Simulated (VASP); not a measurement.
# SnSe2 in VASP: single point with PBE

Aim: the single point of SnSe2 with PBE.

Program: VASP 6.6.1. These are calculated values, not measurements. Logs are shortened: lines on timing, memory, paths and dates and some standing lists are left out, and cuts for length are marked.

### Step 1. The cell of the first run

The typed cell holds 3 atoms: a = 3.857 Å, b = 3.857 Å, c = 6.209 Å, α = 90.00°, β = 90.00°, γ = 120.00°.

### Step 2. Single point, PBE

The input, INCAR:

```
PREC = Accurate
ENCUT = 520
EDIFF = 1E-6
ISMEAR = 0
SIGMA = 0.0267
LREAL = F
LASPH = T
NELM = 100
ALGO = Normal
ISIF = 2
LWAVE = F
LCHARG = F
GGA = PE
NBANDS = 20
```

The input, KPOINTS:

```
regular mesh
0
Gamma
  8 8 4
```

The input, POSCAR:

```
SnSe2
1.0
    3.8572360000      0.0000000000      0.0000000000
   -1.9286180000      3.3404660000      0.0000000000
    0.0000000000      0.0000000000      6.2088640000
Sn Se
1 2
Direct
    0.0000000000      0.0000000000      0.0000000000
    0.3333000000      0.6667000000      0.2490000000
    0.6667000000      0.3333000000      0.7510000000
```

Potentials or basis: VASP PAW PBE potentials, release 64 (Sn_d, Se).

The run is started by

```sh
cat potpaw_PBE.64/Sn_d/POTCAR potpaw_PBE.64/Se/POTCAR > POTCAR
mpirun -np 1 vasp_std > vasp.out
```

OUTCAR:

```text
PREC = Accurate
   ENCUT = 520
   EDIFF = 1E-6
   ISMEAR = 0
   LREAL = F
   LASPH = T
   NELM = 100
   ISIF = 2
   GGA = PE

 ion  position               nearest neighbor table
   1  0.000  0.000  0.000-   2 2.71   3 2.71   3 2.71   2 2.71   3 2.71   2 2.71
   2  0.333  0.667  0.249-   1 2.71   1 2.71   1 2.71
   3  0.667  0.333  0.751-   1 2.71   1 2.71   1 2.71

  LATTYP: Found a hexagonal cell.
 ALAT       =     3.8572360000
 C/A-ratio  =     1.6096666110

  Lattice vectors:

 A1 = (   3.8572360000,   0.0000000000,   0.0000000000)
 A2 = (  -1.9286180000,   3.3404660000,   0.0000000000)
 A3 = (   0.0000000000,   0.0000000000,   6.2088640000)

Analysis of symmetry for initial positions (statically):
=====================================================================
 Subroutine PRICEL returns:
 Original cell was already a primitive cell.

 Routine SETGRP: Setting up the symmetry group for a
 hexagonal supercell.

 Subroutine GETGRP returns: Found  4 space group operations
 (whereof  4 operations were pure point group operations)
 out of a pool of 24 trial point group operations.

The static configuration has the point symmetry C_2h.

Analysis of symmetry for dynamics (positions and initial velocities):
=====================================================================
 Subroutine PRICEL returns:
 Original cell was already a primitive cell.

 Routine SETGRP: Setting up the symmetry group for a
 hexagonal supercell.

 Subroutine GETGRP returns: Found  4 space group operations
 (whereof  4 operations were pure point group operations)
 out of a pool of 24 trial point group operations.

The dynamic configuration has the point symmetry C_2h.

 Subroutine INISYM returns: Found  4 space group operations
 (whereof  4 operations are pure point group operations),
 and found     1 'primitive' translations

----------------------------------------------------------------------------------------

                                     Primitive cell

  volume of cell :      80.0010

  direct lattice vectors                    reciprocal lattice vectors
     3.857236000  0.000000000  0.000000000     0.259252999  0.149679715  0.000000000
    -1.928618000  3.340466000  0.000000000     0.000000000  0.299359431  0.000000000
     0.000000000  0.000000000  6.208864000     0.000000000  0.000000000  0.161060059
[... 82 lines left out ...]
   LSORBIT =      F    spin-orbit coupling
   LASPH  =      T    aspherical Exc in radial PAW
   ENCUT  =  520.0 eV  38.22 Ry    6.18 a.u.   7.17  7.17 11.54*2*pi/ulx,y,z
   NELM   =    100;   NELMIN=  2; NELMDL= -5     # of ELM steps
   EDIFF  = 0.1E-05   stopping-criterion for ELM
   LREAL  =      F    real-space projection
   EDIFFG = 0.1E-04   stopping-criterion for IOM
   NSW    =      0    number of steps for IOM
   IBRION =     -1    ionic relax: 0-MD 1-quasi-New 2-CG
   NFREE  =      0    steps in history (QN), initial steepest desc. (CG)
   ISIF   =      2    stress and relaxation
   ISYM   =      2    0-nonsym 1-usesym 2-fastsym
   POTIM  = 0.5000    time-step for ionic-motion
   TEBEG  =    0.0;   TEEND  =   0.0 temperature during run
   PSTRESS=    0.0 pullay stress
   NELECT =      26.0000    total number of electrons
   NUPDOWN=      -1.0000    fix difference up-down
   EMIN   =  10.00;   EMAX   =-10.00  energy-range for DOS
   EFERMI =   0.00;   METHOD = LEGACY
   ISMEAR =     0;   SIGMA  =   0.03  broadening in eV -4-tet -1-fermi 0-gaus
   EFERMI_NEDOS =   21; number of points for ismear=-14 and -15
   IALGO  =     38    algorithm
   IMIX   =      4    mixing-type and parameters
     AMIX     =   0.40;   BMIX     =  1.00
     AMIX_MAG =   1.60;   BMIX_MAG =  1.00
  volume/ion in A,a.u.               =      26.67       179.96
  Fermi-wavevector in a.u.,A,eV,Ry     =   1.125557  2.126994 17.236928  1.266878
  Thomas-Fermi vector in A             =   2.262235
   LORBIT       =      0    0 simple, 1 ext, 2 COOP (PROOUT), +10 PAW based schemes
   GGA     = PE    functional components
   LHFCALC =     F    Hartree Fock is set to
   AEXX    =    0.0000 exact exchange contribution
   IVDW    =     0    specifies the selected vdW correction
   LEPSILON=     F    determine dielectric tensor
   LRPA    =     F    only Hartree local field effects (RPA)
 non-spin polarized calculation
 Gauss-broadening in eV      SIGMA  =   0.03
  energy-cutoff  :      520.00
  volume of cell :       80.00
 maximum number of plane-waves:      2174
 NGX is ok and might be reduce to    30
   NGX = 15   NGY = 15   NGZ = 23

 number of electron      25.9999991 magnetization

 Free energy of the ion-electron system (eV)
  ---------------------------------------------------
  ext. energy  EPLUGINS =         0.00000000
  ---------------------------------------------------
  free energy    TOTEN  =       -11.82052018 eV

  energy without entropy =      -11.82052018  energy(sigma->0) =      -11.82052018

 E-fermi :   3.9491     XC(G=0):  -9.2926

 val. band max:        3.7947646217   @ k =  -0.1250   0.1250   0.0000
 cond. band min:       4.5642930854   @ k =   0.5000  -0.0000   0.2500
 fundamental gap:      0.7695284637
 Fermi energy:         3.9490545324

 k-point     1 :       0.0000    0.0000    0.0000
  band No.  band energies     occupation
      1     -17.4313      2.00000
      2     -17.4313      2.00000
      3     -17.3992      2.00000
      4     -17.3860      2.00000
      5     -17.3860      2.00000
      6      -9.9457      2.00000
[... 541 lines left out ...]
     19      11.9787      0.00000
     20      12.5065      0.00000

 [... further k-points ...]

------------------------ aborting loop because EDIFF is reached ----------------------------------------

  FORCE on cell =-STRESS in cart. coord.  units (eV):
  Direction    XX          YY          ZZ          XY          YZ          ZX
  --------------------------------------------------------------------------------------
  -------------------------------------------------------------------------------------
  Total        1.1711045      1.1706363      1.9715382     -0.0004065     -0.0012819      0.0022204
  in kB       23.4536709     23.4442932     39.4839286     -0.0081412     -0.0256733      0.0444678
  external PRESSURE =      28.7939643 kB  Pullay stress =       0.0000000 kB

 VOLUME and BASIS-vectors are now :
 -----------------------------------------------------------------------------
  energy-cutoff  :      520.00
  volume of cell :       80.00
      direct lattice vectors                 reciprocal lattice vectors
     3.857236000  0.000000000  0.000000000     0.259252999  0.149679715  0.000000000
    -1.928618000  3.340466000  0.000000000     0.000000000  0.299359431  0.000000000
     0.000000000  0.000000000  6.208864000     0.000000000  0.000000000  0.161060059

 POSITION                                       TOTAL-FORCE (eV/Angst)
 -----------------------------------------------------------------------------------
      0.00000      0.00000      0.00000         0.000000      0.000000      0.000000
     -0.00019      2.22709      1.54601         0.000859     -0.000496      0.460625
      1.92881      1.11338      4.66286        -0.000859      0.000496     -0.460625
 -----------------------------------------------------------------------------------
    total drift:                                0.000000     -0.000000      0.000000

  FREE ENERGIE OF THE ION-ELECTRON SYSTEM (eV)
  ---------------------------------------------------
  free  energy   TOTEN  =       -11.8205201837 eV

  energy  without entropy=      -11.8205201837  energy(sigma->0) =      -11.82052018
```

OSZICAR:

```text
N       E                     dE             d eps       ncg     rms          rms(c)
DAV:   1     0.207058646059E+03    0.20706E+03   -0.12152E+04  3224   0.147E+03
DAV:   2     0.119146004182E+02   -0.19514E+03   -0.18803E+03  3300   0.386E+02
DAV:   3    -0.112669976894E+02   -0.23182E+02   -0.22626E+02  3752   0.114E+02
DAV:   4    -0.120730092766E+02   -0.80601E+00   -0.80446E+00  3732   0.225E+01
DAV:   5    -0.120924023673E+02   -0.19393E-01   -0.19392E-01  4232   0.364E+00    0.496E+00
DAV:   6    -0.118371307244E+02    0.25527E+00   -0.52477E-01  4776   0.745E+00    0.320E+00
DAV:   7    -0.118199713336E+02    0.17159E-01   -0.15873E-01  3604   0.247E+00    0.103E+00
DAV:   8    -0.118199445325E+02    0.26801E-04   -0.12334E-02  3920   0.107E+00    0.276E-01
DAV:   9    -0.118204755429E+02   -0.53101E-03   -0.15382E-03  3576   0.305E-01    0.856E-02
DAV:  10    -0.118204872175E+02   -0.11675E-04   -0.11887E-04  4152   0.752E-02    0.340E-02
DAV:  11    -0.118205197931E+02   -0.32576E-04   -0.44092E-05  3412   0.375E-02    0.777E-03
DAV:  12    -0.118205201837E+02   -0.39058E-06   -0.27123E-06  3540   0.115E-02
   1 F= -.11820520E+02 E0= -.11820520E+02  d E =-.156414E-17
```

stdout:

```text
POSCAR found type information on POSCAR SnSe
 POSCAR found :  2 types and       3 ions
 scaLAPACK will be used
 LDA part: xc-table for (Slater+PW92), standard interpolation
 POSCAR, INCAR and KPOINTS ok, starting setup
 FFT: planning ... GRIDC
 FFT: planning ... GRID_SOFT
 FFT: planning ... GRID
 WAVECAR not read
 entering main loop
```

It took 91 s on 1 thread of AMD EPYC 7R43 (Zen 3), shared host; peak memory 0.23 GiB.

What came out:

```yaml
Free_energy: -11.8205 eV
Pressure: 2.9 GPa
Largest_force: 0.461 eV/Å
Band_gap_on_the_k_mesh: 0.77 eV, indirect (least direct gap 0.94 eV)
```

Forces on the atoms (eV/Å):
```
Sn   0.000  0.000  0.000
Se   0.001  0.000  0.461
Se  -0.001  0.000 -0.461
```

Caveat: spin-orbit coupling is left out, which moves the levels of the heavy elements.
